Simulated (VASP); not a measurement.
Write the native input for VASP 6.6.1 that does the following.

```
Task                   : relaxation of cell and atoms
Functional             : LDA
Potentials or basis    : VASP PAW LDA potentials, release 64 (Ni)
Cutoff                 : 600 eV
k mesh                 : 22 × 22 × 22
Occupations            : fermi-dirac, width 0.1 eV
Spin                   : collinear spin, ferromagnetic start
Starting moments       : [1.0] μB
Target pressure        : 230 GPa
Dipole correction      : no
Further INCAR settings : ALGO = Normal; EDIFF = 1e-06; IBRION = 2; EDIFFG = -0.005; NSW = 60; ISIF = 3
```

The structure of Ni lies in POSCAR:

```
Ni
1.0
   -1.1987993832      1.1987993832      1.1987993832
    1.1987993832     -1.1987993832      1.1987993832
    1.1987993832      1.1987993832     -1.1987993832
Ni
1
Direct
    0.0000000000      0.0000000000      0.0000000000
```

One way to write it, as run:

INCAR

```
SYSTEM = Ni
  ALGO = Normal
  EDIFF = 1E-6
  EDIFFG = -0.005
  ENCUT = 600
  IBRION = 2
  ISIF = 3
  ISMEAR = -1
  ISPIN = 2
  LASPH = .TRUE.
  LCHARG = .FALSE.
  LMAXMIX = 4
  LORBIT = 11
  LREAL = .FALSE.
  LWAVE = .FALSE.
  MAGMOM = 1
  NELM = 150
  NSW = 60
  PREC = Accurate
  PSTRESS = 2300.0
  SIGMA = 0.1
```

KPOINTS

```
k-points
0
G
  22 22 22
  0 0 0
```

Potentials or basis: VASP PAW LDA potentials, release 64 (Ni).

Launch:

```bash
$ cat potpaw_LDA.64/Ni/POTCAR > POTCAR
$ mpirun -np 1 vasp_std > vasp.out
```

It gave:

```yaml
Relaxed_volume: 6.91 Å³/atom
Relaxed_cell: a = 2.079 Å, b = 2.079 Å, c = 2.079 Å, α = 109.47°, β = 109.47°, γ = 109.47°
Space_group_after_relaxing_to_0.05_Å: Im-3m (No. 229)
Energy_change_on_relaxing_the_enthalpy_is_what_falls: -33.9 meV/atom
Ionic_steps: 3
Pressure_after_relaxing: 229.9 GPa
Band_gap_on_the_k_mesh: zero (filled and empty bands overlap)
Net_moment: 0.00 μB per cell
```

Caveat: the cell is relaxed towards a set pressure, so the enthalpy falls and the energy may rise.

It used 64 s of CPU time on 1 thread of Intel(R) Xeon(R) Platinum 8488C (Sapphire Rapids) (shared host).
